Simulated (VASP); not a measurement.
Crystal: SnSe2.

```
CELL_PARAMETERS angstrom
3.97204 0.00000 0.00000
0.00000 3.97204 0.00000
0.00000 0.00000 6.17826
ATOMIC_POSITIONS crystal
Sn 0.00000 0.00000 0.00000
Se 0.00000 0.00000 0.67076
Se 0.00000 0.00000 0.32924
```

The cell was built from a structure type or drawn by symmetry, and may not be a known phase.

```yaml
Program: VASP 6.6.1
Task: relaxation of cell and atoms
Functional: PBE
Potentials_or_basis: VASP PAW PBE potentials, release 64 (Sn_d, Se)
Cutoff: 600 eV
k_mesh: 4 × 4 × 4
Occupations: gaussian, width 0.1 eV
Spin: no spin polarisation
```

At the start: pressure 35.8 GPa; volume 32.49 Å³/atom.

**Question.** Where does the relaxation end?

**Answer.** Over 41 steps the energy falls by 2380.2 meV/atom and the volume is 24.53 Å³/atom (-24.5 %); space group P4/mmm (No. 123, to 0.1 Å) before and after.

The path:
| step | energy change (eV) | largest force (eV/Å) | pressure (GPa) | volume (Å³) |
| --- | --- | --- | --- | --- |
| 1 | 0.0000 | 5.5151 | 35.84 | 97.47 |
| 3 | -1.9627 | 1.4337 | -6.21 | 184.38 |
| 5 | -4.9776 | 0.4370 | -5.37 | 135.13 |
| 7 | -5.4097 | 0.9263 | -2.65 | 125.77 |
| 9 | -5.4397 | 1.3238 | -1.43 | 123.31 |
| 11 | -5.6018 | 0.1737 | -3.69 | 116.41 |
| 13 | -5.7838 | 0.5226 | -1.08 | 102.66 |
| 15 | -5.8123 | 0.5681 | -0.54 | 98.89 |
| 17 | -6.1834 | 0.6539 | 0.50 | 82.72 |
| 19 | -6.3713 | 1.6740 | 2.78 | 76.78 |
| 21 | -6.4844 | 2.8104 | 8.24 | 69.66 |
| 23 | -6.5073 | 2.9339 | 9.35 | 68.50 |
| 25 | -6.5128 | 2.9575 | 10.15 | 67.60 |
| 27 | -6.5603 | 2.8061 | 9.57 | 67.82 |
| 29 | -6.7391 | 2.2086 | 7.18 | 68.82 |
| 31 | -7.0284 | 0.7215 | 1.02 | 72.81 |
| 33 | -7.0312 | 0.6399 | 0.47 | 73.33 |
| 35 | -7.0563 | 0.5861 | 0.03 | 73.70 |
| 37 | -7.0974 | 0.3796 | -1.30 | 75.36 |
| 39 | -7.1159 | 0.3363 | -0.83 | 74.56 |
| 41 | -7.1406 | 0.0331 | 0.14 | 73.60 |

Final structure:
```
CELL_PARAMETERS angstrom
2.97111 0.00000 0.00000
0.00000 2.97111 0.00000
0.00000 0.00000 8.33777
ATOMIC_POSITIONS crystal
Sn 0.00000 0.00000 0.00000
Se 0.00000 0.00000 0.67155
Se 0.00000 0.00000 0.32845
```

Caveat: the k points lie up to 0.53 Å⁻¹ apart in the final cell, too coarse for converged energies and pressures of a metal; the volume moved by over 15 % at a fixed basis, so the end points are rough.
